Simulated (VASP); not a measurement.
Here is a VASP 6.6.1 calculation.

File INCAR:

```
SYSTEM = AlAs
PREC = Accurate
ENCUT = 500
EDIFF = 1E-6
ISMEAR = 0
SIGMA = 0.05
LREAL = .FALSE.
LASPH = .TRUE.
NELM = 120
ALGO = Normal
ISIF = 2
LWAVE = .FALSE.
LCHARG = .FALSE.
GGA = PE
NBANDS = 11
GGA_COMPAT = .FALSE.
```

KPOINTS

```
Automatic mesh
0
G
  8 8 8
  0 0 0
```

The input POSCAR:

```
AlAs
1.0
    0.0000000000      2.8304000000      2.9011600000
    2.8304000000      0.0000000000      2.9011600000
    2.8304000000      2.8304000000      0.0000000000
Al As
1 1
Direct
    0.0000000000      0.0000000000      0.0000000000
    0.7500000000      0.7500000000      0.7500000000
```

Potentials or basis: VASP PAW PBE potentials, release 64 (Al, As).

Launch:

```bash
$ cat potpaw_PBE.64/Al/POTCAR potpaw_PBE.64/As/POTCAR > POTCAR
$ mpirun -np 1 vasp_std > vasp.out
```

**Question.** Estimate the pressure.

**Answer.** 0.9 GPa.

**Question.** What does it give for the band gap on the k mesh?

**Answer.** 1.40 eV, indirect (least direct gap 1.82 eV).

Stress tensor (GPa, compression positive):
```
 1.38  0.00  0.00
 0.00  1.38  0.00
 0.00  0.00 -0.05
```

Caveat: the cell differs from its parent crystal (strain +0.000 along x and y, +0.025 along z). A k mesh can miss the band edges.
